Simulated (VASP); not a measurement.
# WSe2 in VASP: a series of runs

WSe2 is run at these levels: PBE; tasks: single point.

Everything below comes from runs of VASP 6.6.1. Logs are shortened: lines on timing, memory, paths and dates and some standing lists are left out, and cuts for length are marked.

### 1 The cell of the first run

The cell holds a slab with vacuum, 6 atoms: a = 3.318 Å, b = 3.318 Å, c = 24.069 Å, α = 90.00°, β = 90.00°, γ = 120.00°.

### 2 Single point, PBE

INCAR

```
  PREC = Accurate
  ENCUT = 520
  EDIFF = 1E-7
  ISMEAR = 0
  SIGMA = 0.1
  LREAL = False
  LASPH = True
  NELM = 80
  ALGO = Normal
  ISIF = 2
  LWAVE = False
  LCHARG = False
  GGA = PE
  NBANDS = 35
```

KPOINTS

```
Automatic mesh
0
Gamma
  6 6 1
```

POSCAR

```
WSe2
1.0
    3.3178532000      0.0000000000      0.0000000000
   -1.6589266000      2.8733451600      0.0000000000
    0.0000000000      0.0000000000     24.0685195900
W Se
2 4
Direct
    0.6666666700      0.3333333300      0.1415375200
    0.3333333300      0.6666666700      0.8584624800
    0.3333333300      0.6666666700      0.2105944900
    0.6666666700      0.3333333300      0.9275621200
    0.3333333300      0.6666666700      0.0724378800
    0.6666666700      0.3333333300      0.7894055100
```

Potentials or basis: VASP PAW PBE potentials, release 64 (W_sv, Se).

Launch:

```sh
$ cat potpaw_PBE.64/W_sv/POTCAR potpaw_PBE.64/Se/POTCAR > POTCAR
$ mpirun -np 1 vasp_std > vasp.out
```

OUTCAR:

```text
PREC = Accurate
   ENCUT = 520
   EDIFF = 1E-7
   ISMEAR = 0
   LREAL = False
   LASPH = True
   NELM = 80
   ISIF = 2
   GGA = PE

 ion  position               nearest neighbor table
   1  0.667  0.333  0.142-   3 2.54   3 2.54   3 2.54   5 2.54   5 2.54   5 2.54
   2  0.333  0.667  0.858-   6 2.54   6 2.54   6 2.54   4 2.54   4 2.54   4 2.54
   3  0.333  0.667  0.211-   1 2.54   1 2.54   1 2.54
   4  0.667  0.333  0.928-   2 2.54   2 2.54   2 2.54
   5  0.333  0.667  0.072-   1 2.54   1 2.54   1 2.54
   6  0.667  0.333  0.789-   2 2.54   2 2.54   2 2.54

  LATTYP: Found a hexagonal cell.
 ALAT       =     3.3178532000
 C/A-ratio  =     7.2542448804

  Lattice vectors:

 A1 = (   3.3178532000,   0.0000000000,   0.0000000000)
 A2 = (  -1.6589266000,   2.8733451600,   0.0000000000)
 A3 = (   0.0000000000,   0.0000000000,  24.0685195900)

Analysis of symmetry for initial positions (statically):
=====================================================================
 Subroutine PRICEL returns:
 Original cell was already a primitive cell.

 Routine SETGRP: Setting up the symmetry group for a
 hexagonal supercell.

 Subroutine GETGRP returns: Found 12 space group operations
 (whereof 12 operations were pure point group operations)
 out of a pool of 24 trial point group operations.

The static configuration has the point symmetry D_3d.

Analysis of symmetry for dynamics (positions and initial velocities):
=====================================================================
 Subroutine PRICEL returns:
 Original cell was already a primitive cell.

 Routine SETGRP: Setting up the symmetry group for a
 hexagonal supercell.

 Subroutine GETGRP returns: Found 12 space group operations
 (whereof 12 operations were pure point group operations)
 out of a pool of 24 trial point group operations.

The dynamic configuration has the point symmetry D_3d.

 Subroutine INISYM returns: Found 12 space group operations
 (whereof 12 operations are pure point group operations),
 and found     1 'primitive' translations

----------------------------------------------------------------------------------------

                                     Primitive cell

  volume of cell :     229.4533

  direct lattice vectors                    reciprocal lattice vectors
     3.317853200  0.000000000  0.000000000     0.301399712  0.174013205  0.000000000
    -1.658926600  2.873345160  0.000000000     0.000000000  0.348026410  0.000000000
     0.000000000  0.000000000 24.068519590     0.000000000  0.000000000  0.041548048

  length of vectors
     3.317853200  3.317853202 24.068519590     0.348026410  0.348026410  0.041548048

  position of ions in fractional coordinates (direct lattice)
     0.666666670  0.333333330  0.141537520
     0.333333330  0.666666670  0.858462480
     0.333333330  0.666666670  0.210594490
     0.666666670  0.333333330  0.927562120
     0.333333330  0.666666670  0.072437880
     0.666666670  0.333333330  0.789405510

  ion indices of the primitive-cell ions
   primitive index   ion index
                 1           1
                 2           2
                 3           3
                 4           4
                 5           5
                 6           6

----------------------------------------------------------------------------------------

 KPOINTS: Automatic mesh

Automatic generation of k-mesh.
 Grid dimensions read from file:
 generate k-points for:    6    6    1

 Generating k-lattice:

  Cartesian coordinates                     Fractional coordinates (reciprocal lattice)
     0.050233285  0.029002201  0.000000000     0.166666667  0.000000000  0.000000000
     0.000000000  0.058004402  0.000000000     0.000000000  0.166666667  0.000000000
     0.000000000  0.000000000  0.041548048     0.000000000  0.000000000  1.000000000

  Length of vectors
     0.058004402  0.058004402  0.041548048

  Shift w.r.t. Gamma in fractional coordinates (k-lattice)
     0.000000000  0.000000000  0.000000000

 Subroutine IBZKPT returns following result:
 ===========================================

 Found      7 irreducible k-points:

 Following reciprocal coordinates:
            Coordinates               Weight
  0.000000  0.000000  0.000000      1.000000
  0.166667 -0.000000  0.000000      6.000000
  0.333333 -0.000000  0.000000      6.000000
  0.500000 -0.000000  0.000000      3.000000
  0.166667  0.166667  0.000000      6.000000
  0.333333  0.166667  0.000000     12.000000
  0.333333  0.333333  0.000000      2.000000
   k-points           NKPTS =      7   k-points in BZ     NKDIM =      7   number of bands    NBANDS=     35
   number of dos      NEDOS =    301   number of ions     NIONS =      6
   total plane-waves  NPLWV = 141120
   dimension x,y,z NGX =    28 NGY =   28 NGZ =  180
   dimension x,y,z NGXF=    56 NGYF=   56 NGZF=  360
   ions per type =               2   4
   NGX,Y,Z   is equivalent  to a cutoff of  14.03, 14.03, 12.43 a.u.
   NGXF,Y,Z  is equivalent  to a cutoff of  28.06, 28.06, 24.87 a.u.
 SYSTEM =  unknown system
   PREC   = accura    normal or accurate (medium, high low for compatibility)
   ISTART =      0    job   : 0-new  1-cont  2-samecut
   ICHARG =      2    charge: 1-file 2-atom 10-const
   ISPIN  =      1    spin polarized calculation?
   LNONCOLLINEAR =      F non collinear calculations
   LSORBIT =      F    spin-orbit coupling
   LASPH  =      T    aspherical Exc in radial PAW
   ENCUT  =  520.0 eV  38.22 Ry    6.18 a.u.   6.17  6.17 44.75*2*pi/ulx,y,z
   NELM   =     80;   NELMIN=  2; NELMDL= -5     # of ELM steps
   EDIFF  = 0.1E-06   stopping-criterion for ELM
   LREAL  =      F    real-space projection
   EDIFFG = 0.1E-05   stopping-criterion for IOM
   NSW    =      0    number of steps for IOM
   IBRION =     -1    ionic relax: 0-MD 1-quasi-New 2-CG
   NFREE  =      0    steps in history (QN), initial steepest desc. (CG)
   ISIF   =      2    stress and relaxation
   ISYM   =      2    0-nonsym 1-usesym 2-fastsym
   POTIM  = 0.5000    time-step for ionic-motion
   TEBEG  =    0.0;   TEEND  =   0.0 temperature during run
   PSTRESS=    0.0 pullay stress
   NELECT =      52.0000    total number of electrons
   NUPDOWN=      -1.0000    fix difference up-down
   EMIN   =  10.00;   EMAX   =-10.00  energy-range for DOS
   EFERMI =   0.00;   METHOD = LEGACY
   ISMEAR =     0;   SIGMA  =   0.10  broadening in eV -4-tet -1-fermi 0-gaus
   EFERMI_NEDOS =   21; number of points for ismear=-14 and -15
   IALGO  =     38    algorithm
   IMIX   =      4    mixing-type and parameters
     AMIX     =   0.40;   BMIX     =  1.00
     AMIX_MAG =   1.60;   BMIX_MAG =  1.00
  volume/ion in A,a.u.               =      38.24       258.07
  Fermi-wavevector in a.u.,A,eV,Ry     =   0.998109  1.886152 13.554409  0.996221
  Thomas-Fermi vector in A             =   2.130310
   LORBIT       =      0    0 simple, 1 ext, 2 COOP (PROOUT), +10 PAW based schemes
   GGA     = PE    functional components
   LHFCALC =     F    Hartree Fock is set to
   AEXX    =    0.0000 exact exchange contribution
   IVDW    =     0    specifies the selected vdW correction
   LEPSILON=     F    determine dielectric tensor
   LRPA    =     F    only Hartree local field effects (RPA)
 non-spin polarized calculation
 Gauss-broadening in eV      SIGMA  =   0.10
  energy-cutoff  :      520.00
  volume of cell :      229.45
 maximum number of plane-waves:      6209
 NGX is ok and might be reduce to    28
   NGX = 13   NGY = 13   NGZ = 89

 number of electron      51.9999994 magnetization

 Free energy of the ion-electron system (eV)
  ---------------------------------------------------
  ext. energy  EPLUGINS =         0.00000000
  ---------------------------------------------------
  free energy    TOTEN  =       -43.22145452 eV

  energy without entropy =      -43.22145452  energy(sigma->0) =      -43.22145452

 E-fermi :   1.4488     XC(G=0):  -6.2220

 val. band max:        0.8007783099   @ k =   0.0000   0.0000   0.0000
 cond. band min:       2.2692027970   @ k =   0.3333   0.3333   0.0000
 fundamental gap:      1.4684244871
 Fermi energy:         1.4487580810

 k-point     1 :       0.0000    0.0000    0.0000
  band No.  band energies     occupation
      1     -73.3012      2.00000
      2     -73.3012      2.00000
      3     -37.5309      2.00000
      4     -37.5309      2.00000
      5     -37.4276      2.00000
      6     -37.4276      2.00000
[... 27 lines left out ...]
     34       3.8987      0.00000
     35       5.0690      0.00000

 k-point     2 :       0.1667   -0.0000    0.0000
  band No.  band energies     occupation
      1     -73.2990      2.00000
      2     -73.2990      2.00000
      3     -37.5207      2.00000
      4     -37.5207      2.00000
      5     -37.4813      2.00000
      6     -37.4813      2.00000
[... 27 lines left out ...]
     34       4.2914      0.00000
     35       5.8446      0.00000

 k-point     3 :       0.3333   -0.0000    0.0000
  band No.  band energies     occupation
      1     -73.2944      2.00000
      2     -73.2944      2.00000
      3     -37.5871      2.00000
      4     -37.5871      2.00000
      5     -37.5001      2.00000
      6     -37.5001      2.00000
[... 27 lines left out ...]
     34       5.0336      0.00000
     35       6.5791      0.00000

 k-point     4 :       0.5000   -0.0000    0.0000
  band No.  band energies     occupation
      1     -73.2921      2.00000
      2     -73.2921      2.00000
      3     -37.6392      2.00000
      4     -37.6392      2.00000
      5     -37.4898      2.00000
      6     -37.4898      2.00000
[... 27 lines left out ...]
     34       5.0940      0.00000
     35       5.2533      0.00000

 k-point     5 :       0.1667    0.1667    0.0000
  band No.  band energies     occupation
      1     -73.2956      2.00000
      2     -73.2955      2.00000
      3     -37.5509      2.00000
      4     -37.5509      2.00000
      5     -37.5053      2.00000
      6     -37.5053      2.00000
[... 27 lines left out ...]
     34       5.1089      0.00000
     35       6.8059      0.00000

 k-point     6 :       0.3333    0.1667    0.0000
  band No.  band energies     occupation
      1     -73.2922      2.00000
      2     -73.2921      2.00000
      3     -37.6127      2.00000
      4     -37.6127      2.00000
      5     -37.5050      2.00000
      6     -37.5050      2.00000
[... 27 lines left out ...]
     34       5.3261      0.00000
     35       6.2099      0.00000

 k-point     7 :       0.3333    0.3333    0.0000
  band No.  band energies     occupation
      1     -73.2910      2.00000
      2     -73.2910      2.00000
      3     -37.5868      2.00000
      4     -37.5868      2.00000
      5     -37.5639      2.00000
      6     -37.5639      2.00000
[... 27 lines left out ...]
     34       5.5898      0.00000
     35       6.7166      0.00000

------------------------ aborting loop because EDIFF is reached ----------------------------------------

  FORCE on cell =-STRESS in cart. coord.  units (eV):
  Direction    XX          YY          ZZ          XY          YZ          ZX
  --------------------------------------------------------------------------------------
  -------------------------------------------------------------------------------------
  Total        1.1068799      1.1068799      2.4640672     -0.0000000      0.0000000      0.0000000
  in kB        7.7288830      7.7288830     17.2055592     -0.0000000      0.0000000      0.0000000
  external PRESSURE =      10.8877751 kB  Pullay stress =       0.0000000 kB

 VOLUME and BASIS-vectors are now :
 -----------------------------------------------------------------------------
  energy-cutoff  :      520.00
  volume of cell :      229.45
      direct lattice vectors                 reciprocal lattice vectors
     3.317853200  0.000000000  0.000000000     0.301399712  0.174013205  0.000000000
    -1.658926600  2.873345160  0.000000000     0.000000000  0.348026410  0.000000000
     0.000000000  0.000000000 24.068519590     0.000000000  0.000000000  0.041548048

 POSITION                                       TOTAL-FORCE (eV/Angst)
 -----------------------------------------------------------------------------------
      1.65893      0.95778      3.40660         0.000000     -0.000000      0.005740
     -0.00000      1.91556     20.66192         0.000000      0.000000     -0.005740
     -0.00000      1.91556      5.06870         0.000000     -0.000000      0.344147
      1.65893      0.95778     22.32505         0.000000      0.000000      0.299291
     -0.00000      1.91556      1.74347         0.000000      0.000000     -0.299291
      1.65893      0.95778     18.99982        -0.000000      0.000000     -0.344147
 -----------------------------------------------------------------------------------
    total drift:                               -0.000000      0.000000     -0.000000

  FREE ENERGIE OF THE ION-ELECTRON SYSTEM (eV)
  ---------------------------------------------------
  free  energy   TOTEN  =       -43.2214545220 eV

  energy  without entropy=      -43.2214545220  energy(sigma->0) =      -43.22145452
```

It used 99 s of CPU time on 1 thread of AMD EPYC 7R13 Processor (Zen 3), on a shared host.

What came out:

```
Free energy            : -43.2215 eV
Largest force          : 0.344 eV/Å
Band gap on the k mesh : 1.47 eV, indirect (least direct gap 1.49 eV)
```

Forces in eV/Å, atoms in the order of the input:
```
W    0.000  0.000  0.006
W    0.000  0.000 -0.006
Se   0.000  0.000  0.344
Se   0.000  0.000  0.299
Se   0.000  0.000 -0.299
Se   0.000  0.000 -0.344
```

Caveat: spin-orbit coupling is left out, which moves the levels of the heavy elements.

(Part 1 of 2 ends here.)
